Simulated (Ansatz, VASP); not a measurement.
# BAs in VASP and in Ansatz

```xyz
2
Lattice="0.0000 2.3725 2.3725 2.3725 0.0000 2.3725 2.3725 2.3725 0.0000" Properties=species:S:1:pos:R:3 pbc="T T T"
B     0.0000    0.0000    0.0000
As    1.1862    1.1862    1.1862
```

Change from the starting cell: volume scaled by 0.98, ions relaxed.

Alike in both runs: functional PBE; k mesh 16 × 16 × 16; occupations fermi-dirac, width 0.02 eV; no spin polarisation.

Ansatz relaxed the structure, and its values are those at the end. VASP's run is a single point on that final structure, the one shown.

```csv
,VASP,Ansatz
version,VASP 6.6.1,Ansatz 0.2.0
potentials or method,"VASP PAW PBE potentials, release 64 (B, As)","plane-wave PAW, scalar-relativistic"
plane-wave cutoff (eV),520,420
valence electrons in the cell,8,18
```

```tsv
	VASP	Ansatz	Ansatz less VASP
gap on the k mesh at the Fermi level (eV)	1.17	1.18	+0.009
pressure (GPa)	6.5	5.8	-0.72
```

VASP's potentials hold 8 valence electrons a cell and Ansatz's 18, so a difference there can come from the potentials and not from the codes. Ansatz's warnings: stress scf threshold loose.
